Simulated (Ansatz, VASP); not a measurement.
## Ru in VASP and in Ansatz

INCAR

```
  PREC = Accurate
  ENCUT = 500
  EDIFF = 1E-7
  ISMEAR = -1
  SIGMA = 0.15
  LREAL = False
  LASPH = True
  NELM = 120
  ALGO = Normal
  ISIF = 3
  LWAVE = False
  LCHARG = False
  GGA = PE
  IBRION = 2
  NSW = 80
  EDIFFG = -0.001
  GGA_COMPAT = False
  NELMIN = 4
```

The input KPOINTS:

```
regular mesh
0
Gamma
  18 18 10
```

Contents of POSCAR:

```
Ru
1.0
    2.7200250760      0.0000000000      0.0000000000
   -1.3600125380      2.3556108147      0.0000000000
    0.0000000000      0.0000000000      4.2967694785
Ru
2
Direct
    0.3333333333      0.6666666667      0.2500000000
    0.6666666667      0.3333333333      0.7500000000
```

Input for Ansatz:

```yaml
crystal:
  lattice:
    - [2.720025076, 0.0, 0.0]
    - [-1.360012538, 2.3556108147, 0.0]
    - [0.0, 0.0, 4.2967694785]
  atoms:
    - { symbol: Ru, position: [0.3333333333, 0.6666666667, 0.25] }
    - { symbol: Ru, position: [0.6666666667, 0.3333333333, 0.75] }
basis:
  ecutwfc: 420
kpoints:
  mp_grid: { grid: [18, 18, 10] }
hamiltonian:
  xc: pbe
  pseudopotentials: { kind: paw }
scf:
  occupations: { method: fermi_dirac, width: 0.15 }
output:
  forces: true
  stress: true
  eigenvalues: true
  write_density: true
  write_potential: true
  elf: true
  volumetric_format: npy
relax:
  adjacent_minimum: "off"
  f_tol: 0.001
  max_steps: 60
  cell: { stress_tol: 0.01 }
```

Alike in both runs: task relaxation of cell and atoms; functional PBE; k mesh 18 × 18 × 10; occupations fermi-dirac, width 0.15 eV; no spin polarisation.

```csv
,VASP,Ansatz
version,VASP 6.6.1,Ansatz 0.2.0
potentials or method,"VASP PAW PBE potentials, release 64 (Ru_pv), cutoff 500 eV","scalar-relativistic, plane waves, PAW"
valence electrons in the cell,28,32
```

```csv
,VASP,Ansatz,Ansatz less VASP
"gap on the k mesh at the Fermi level, each at its own relaxed structure (eV)",none,none,-
relaxed volume (Å³/atom),13.79,13.79,+0.003
relaxed length of the cell vector where the two differ most in proportion (Å),2.722,2.722,+0.0002
```

A gap of «none» marks a metal or a gap that the smearing closes. VASP's potentials hold 28 valence electrons a cell and Ansatz's 32, so a difference there can come from the potentials and not from the codes.
